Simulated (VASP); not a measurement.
# YTe2F (P4/mmm) in VASP: further runs, part 2 of 2

VASP 6.6.1.

## Step 3: Relaxation of cell and atoms, PBE

This run uses another cell than the first one, of 38.55 Å³/atom, 0.987 times its volume.

File INCAR:

```
SYSTEM = YTe2F
PREC = Accurate
ENCUT = 600
EDIFF = 1E-6
ISMEAR = 0
SIGMA = 0.1
LREAL = .FALSE.
LASPH = .TRUE.
NELM = 100
ALGO = Normal
ISIF = 3
LWAVE = .FALSE.
LCHARG = .FALSE.
GGA = PE
IBRION = 2
NSW = 90
EDIFFG = -0.04
```

File KPOINTS:

```
regular mesh
0
G
  4 4 4
  0 0 0
```

File POSCAR:

```
YTe2F
1.0
    5.3626001400      0.0000000000      0.0000000000
    0.0000000000      5.3626001400      0.0000000000
    0.0000000000      0.0000000000      5.3626001400
Y Te F
1 2 1
Direct
    0.0000000000      0.0000000000      0.0000000000
    0.5000000000      0.0000000000      0.0000000000
    0.0000000000      0.5000000000      0.0000000000
    0.0000000000      0.0000000000      0.5000000000
```

Potentials or basis: VASP PAW PBE potentials, release 64 (Y_sv, Te, F).

The run is started by

```
$ cat potpaw_PBE.64/Y_sv/POTCAR potpaw_PBE.64/Te/POTCAR potpaw_PBE.64/F/POTCAR > POTCAR
$ mpirun -np 1 vasp_std > vasp.out
```

OUTCAR:

```text
SYSTEM = YTe2F
   PREC = Accurate
   ENCUT = 600
   EDIFF = 1E-6
   ISMEAR = 0
   LREAL = .FALSE.
   LASPH = .TRUE.
   NELM = 100
   ISIF = 3
   GGA = PE
   IBRION = 2
   NSW = 90
   EDIFFG = -0.04

 ion  position               nearest neighbor table
   1  0.000  0.000  0.000-   2 2.68   3 2.68   4 2.68   4 2.68   3 2.68   2 2.68
   2  0.500  0.000  0.000-   1 2.68   1 2.68
   3  0.000  0.500  0.000-   1 2.68   1 2.68
   4  0.000  0.000  0.500-   1 2.68   1 2.68

  LATTYP: Found a simple cubic cell.
 ALAT       =     5.3626001400

  Lattice vectors:

 A1 = (   5.3626001400,   0.0000000000,   0.0000000000)
 A2 = (   0.0000000000,   5.3626001400,   0.0000000000)
 A3 = (   0.0000000000,   0.0000000000,   5.3626001400)

Analysis of symmetry for initial positions (statically):
=====================================================================
 Subroutine PRICEL returns:
 Original cell was already a primitive cell.

 Routine SETGRP: Setting up the symmetry group for a
 simple cubic supercell.

 Subroutine GETGRP returns: Found 16 space group operations
 (whereof 16 operations were pure point group operations)
 out of a pool of 48 trial point group operations.

The static configuration has the point symmetry D_4h.

Analysis of symmetry for dynamics (positions and initial velocities):
=====================================================================
 Subroutine PRICEL returns:
 Original cell was already a primitive cell.

 Routine SETGRP: Setting up the symmetry group for a
 simple cubic supercell.

 Subroutine GETGRP returns: Found 16 space group operations
 (whereof 16 operations were pure point group operations)
 out of a pool of 48 trial point group operations.

The dynamic configuration has the point symmetry D_4h.

 Subroutine INISYM returns: Found 16 space group operations
 (whereof 16 operations are pure point group operations),
 and found     1 'primitive' translations

----------------------------------------------------------------------------------------

                                     Primitive cell

  volume of cell :     154.2149

  direct lattice vectors                    reciprocal lattice vectors
     5.362600140  0.000000000  0.000000000     0.186476704  0.000000000  0.000000000
     0.000000000  5.362600140  0.000000000     0.000000000  0.186476704  0.000000000
     0.000000000  0.000000000  5.362600140     0.000000000  0.000000000  0.186476704

  length of vectors
     5.362600140  5.362600140  5.362600140     0.186476704  0.186476704  0.186476704

  position of ions in fractional coordinates (direct lattice)
     0.000000000  0.000000000  0.000000000
     0.500000000  0.000000000  0.000000000
     0.000000000  0.500000000  0.000000000
     0.000000000  0.000000000  0.500000000

  ion indices of the primitive-cell ions
   primitive index   ion index
                 1           1
                 2           2
                 3           3
                 4           4

----------------------------------------------------------------------------------------

 KPOINTS: regular mesh

Automatic generation of k-mesh.
 Grid dimensions read from file:
 generate k-points for:    4    4    4

 Generating k-lattice:

[... 22 lines left out ...]
  0.000000  0.000000  0.500000      1.000000
  0.250000  0.250000  0.000000      4.000000
[... 10 lines left out ...]
  0.250000  0.500000  0.500000      4.000000
  0.500000  0.500000  0.500000      1.000000
   k-points           NKPTS =     18   k-points in BZ     NKDIM =     18   number of bands    NBANDS=     19
   number of dos      NEDOS =    301   number of ions     NIONS =      4
   total plane-waves  NPLWV = 110592
   dimension x,y,z NGX =    48 NGY =   48 NGZ =   48
   dimension x,y,z NGXF=    96 NGYF=   96 NGZF=   96
   ions per type =               1   2   1
   NGX,Y,Z   is equivalent  to a cutoff of  14.88, 14.88, 14.88 a.u.
   NGXF,Y,Z  is equivalent  to a cutoff of  29.76, 29.76, 29.76 a.u.
 SYSTEM =  YTe2F
   PREC   = accura    normal or accurate (medium, high low for compatibility)
   ISTART =      0    job   : 0-new  1-cont  2-samecut
   ICHARG =      2    charge: 1-file 2-atom 10-const
   ISPIN  =      1    spin polarized calculation?
   LNONCOLLINEAR =      F non collinear calculations
   LSORBIT =      F    spin-orbit coupling
   LASPH  =      T    aspherical Exc in radial PAW
   ENCUT  =  600.0 eV  44.10 Ry    6.64 a.u.  10.71 10.71 10.71*2*pi/ulx,y,z
   NELM   =    100;   NELMIN=  2; NELMDL= -5     # of ELM steps
   EDIFF  = 0.1E-05   stopping-criterion for ELM
   LREAL  =      F    real-space projection
   EDIFFG = -.4E-01   stopping-criterion for IOM
   NSW    =     90    number of steps for IOM
   IBRION =      2    ionic relax: 0-MD 1-quasi-New 2-CG
   NFREE  =      1    steps in history (QN), initial steepest desc. (CG)
   ISIF   =      3    stress and relaxation
   ISYM   =      2    0-nonsym 1-usesym 2-fastsym
   POTIM  = 0.5000    time-step for ionic-motion
   TEBEG  =    0.0;   TEEND  =   0.0 temperature during run
   PSTRESS=    0.0 pullay stress
   NELECT =      30.0000    total number of electrons
   NUPDOWN=      -1.0000    fix difference up-down
   EMIN   =  10.00;   EMAX   =-10.00  energy-range for DOS
   EFERMI =   0.00;   METHOD = LEGACY
   ISMEAR =     0;   SIGMA  =   0.10  broadening in eV -4-tet -1-fermi 0-gaus
   EFERMI_NEDOS =   21; number of points for ismear=-14 and -15
   IALGO  =     38    algorithm
   IMIX   =      4    mixing-type and parameters
     AMIX     =   0.40;   BMIX     =  1.00
     AMIX_MAG =   1.60;   BMIX_MAG =  1.00
  volume/ion in A,a.u.               =      38.55       260.17
  Fermi-wavevector in a.u.,A,eV,Ry     =   0.948578  1.792553 12.242532  0.899801
  Thomas-Fermi vector in A             =   2.076780
   LORBIT       =      0    0 simple, 1 ext, 2 COOP (PROOUT), +10 PAW based schemes
   GGA     = PE    functional components
   LHFCALC =     F    Hartree Fock is set to
   AEXX    =    0.0000 exact exchange contribution
   IVDW    =     0    specifies the selected vdW correction
   LEPSILON=     F    determine dielectric tensor
   LRPA    =     F    only Hartree local field effects (RPA)
 conjugate gradient relaxation of ions
 non-spin polarized calculation
 Gauss-broadening in eV      SIGMA  =   0.10
  energy-cutoff  :      600.00
  volume of cell :      154.21
 maximum number of plane-waves:      5216
 NGX is ok and might be reduce to    48
   NGX = 21   NGY = 21   NGZ = 21

--------------------------------------- Ionic step        1  -------------------------------------------

 number of electron      29.9999993 magnetization

 Free energy of the ion-electron system (eV)
  ---------------------------------------------------
  ext. energy  EPLUGINS =         0.00000000
  ---------------------------------------------------
  free energy    TOTEN  =       -17.96097920 eV

  energy without entropy =      -17.93573628  energy(sigma->0) =      -17.94835774

------------------------ aborting loop because EDIFF is reached ----------------------------------------

  FORCE on cell =-STRESS in cart. coord.  units (eV):
  Direction    XX          YY          ZZ          XY          YZ          ZX
  --------------------------------------------------------------------------------------
  -------------------------------------------------------------------------------------
  Total       11.7181639     11.7181639     -8.3021564      0.0000000     -0.0000000     -0.0000000
  in kB      121.7429737    121.7429737    -86.2532063      0.0000000     -0.0000000     -0.0000000
  external PRESSURE =      52.4109137 kB  Pullay stress =       0.0000000 kB
[... 63 lines left out ...]
--------------------------------------- Ionic step        3  -------------------------------------------

 number of electron      30.0000004 magnetization

 E-fermi :  -0.2149     XC(G=0):  -6.7553

 val. band max:       -0.2209141732   @ k =   0.0000   0.0000   0.2500
 cond. band min:      -0.1986471561   @ k =   0.0000   0.0000   0.0000
 fundamental gap:      0.0222670171
 Fermi energy:        -0.2149341256

 k-point     1 :       0.0000    0.0000    0.0000
  band No.  band energies     occupation
      1     -42.9848      2.00000
      2     -22.9287      2.00000
      3     -22.9287      2.00000
      4     -22.8731      2.00000
      5     -22.3719      2.00000
      6     -10.0767      2.00000
[... 612 lines left out ...]
--------------------------------------- Ionic step        9  -------------------------------------------

 number of electron      30.0000012 magnetization

 Free energy of the ion-electron system (eV)
  ---------------------------------------------------
  ext. energy  EPLUGINS =         0.00000000
  ---------------------------------------------------
  free energy    TOTEN  =       -20.61684479 eV

  energy without entropy =      -20.60046092  energy(sigma->0) =      -20.60865285

 E-fermi :   0.9859     XC(G=0):  -7.3918

 val. band max:        0.9737464347   @ k =   0.5000   0.2500   0.0000
 cond. band min:       1.0041121017   @ k =   0.0000   0.0000   0.2500
 fundamental gap:      0.0303656669
 Fermi energy:         0.9858560305

 k-point     1 :       0.0000    0.0000    0.0000
  band No.  band energies     occupation
      1     -41.4871      2.00000
      2     -23.2980      2.00000
      3     -21.7484      2.00000
      4     -21.4713      2.00000
      5     -21.4713      2.00000
      6      -9.2159      2.00000
[... 416 lines left out ...]
  FREE ENERGIE OF THE ION-ELECTRON SYSTEM (eV)
  ---------------------------------------------------
  free  energy   TOTEN  =       -20.6168447851 eV

  energy  without entropy=      -20.6004609176  energy(sigma->0) =      -20.60865285

 reached required accuracy - stopping structural energy minimisation
```

OSZICAR:

```text
N       E                     dE             d eps       ncg     rms          rms(c)
DAV:   1     0.203353603904E+03    0.20335E+03   -0.13949E+04   684   0.149E+03
DAV:   2    -0.277763082658E+01   -0.20613E+03   -0.20113E+03   970   0.282E+02
DAV:   3    -0.188145244367E+02   -0.16037E+02   -0.15938E+02   790   0.787E+01
[... 99 lines left out ...]
DAV:   3    -0.206168586785E+02    0.58967E-03   -0.11756E-03  1019   0.218E-01    0.160E-01
DAV:   4    -0.206168308814E+02    0.27797E-04   -0.37670E-04  1065   0.871E-02    0.122E-01
DAV:   5    -0.206168462089E+02   -0.15328E-04   -0.43336E-05   761   0.477E-02    0.270E-02
DAV:   6    -0.206168447362E+02    0.14728E-05   -0.22097E-05  1221   0.216E-02    0.947E-03
DAV:   7    -0.206168447851E+02   -0.48905E-07   -0.93301E-07   472   0.640E-03
   9 F= -.20616845E+02 E0= -.20608653E+02  d E =-.182012E-02
```

Wall time 5.4 min (1 thread of Intel Xeon Platinum 8488C (Sapphire Rapids), shared host); peak memory 0.4 GiB.

Results:

| Item | Value |
| --- | --- |
| Free energy | -20.6168 eV |
| Relaxed volume | 39.08 Å³/atom |
| Relaxed cell | a = 6.106 Å, b = 6.106 Å, c = 4.192 Å, α = 90.00°, β = 90.00°, γ = 90.00° |
| Space group after relaxing (to 0.05 Å) | P4/mmm (No. 123) |
| Energy gained by relaxing | 664.0 meV/atom |
| Ionic steps | 9 |
| Pressure after relaxing | 0.0 GPa |
| Band gap on the k mesh | zero (band 15 reaches 1.29 eV, above the bottom of band 16 at 0.33 eV) |

Step by step:
```csv
step,energy change (eV),largest force (eV/Å),pressure (GPa),volume (Å³)
1,0.0000,0.0000,5.24,154.21
2,-1.9220,0.0000,-3.71,180.77
3,-1.9598,0.0000,-4.13,183.70
4,-2.6258,0.0000,-0.48,160.08
5,-2.6317,0.0000,-0.95,161.68
6,-2.6539,0.0000,-0.24,157.20
7,-2.6540,0.0000,-0.30,157.51
8,-2.6554,0.0000,0.15,155.75
9,-2.6559,0.0000,0.01,156.33
```

Final structure:
```
Y Te F
1.0
     6.10644    0.00000    0.00000
     0.00000    6.10644    0.00000
     0.00000    0.00000    4.19243
Y Te F
1 2 1
Cartesian
  0.0000 0.0000 0.0000
  3.0532 0.0000 0.0000
  0.0000 3.0532 0.0000
  0.0000 0.0000 2.0962
```

Levels at points of the mesh, in eV from the Fermi level:
| k point | band 12 | band 13 | band 14 | band 15 | band 16 | band 17 | band 18 | band 19 |
| --- | --- | --- | --- | --- | --- | --- | --- | --- |
| (0.00, 0.00, 0.00) | -1.65 | -0.10 | -0.10 | 0.30 | 0.76 | 1.95 | 3.05 | 3.05 |
| (0.50, 0.00, 0.00) | -1.23 | -1.12 | -0.89 | 0.18 | 0.53 | 3.06 | 3.33 | 3.36 |
| (0.00, 0.00, 0.50) | -1.42 | -1.42 | -1.17 | 0.16 | 0.16 | 2.22 | 3.63 | 3.63 |
| (0.50, 0.50, 0.00) | -2.14 | -1.94 | 0.20 | 0.20 | 0.44 | 3.78 | 4.03 | 4.03 |
| (0.00, 0.50, 0.50) | -1.55 | -1.42 | -1.06 | -0.77 | -0.51 | 3.51 | 3.57 | 3.73 |
| (0.50, 0.50, 0.50) | -1.75 | -1.72 | -1.39 | -1.39 | 0.70 | 3.95 | 4.37 | 4.79 |

Caveat: spin-orbit coupling is left out, which moves the levels of the heavy elements.
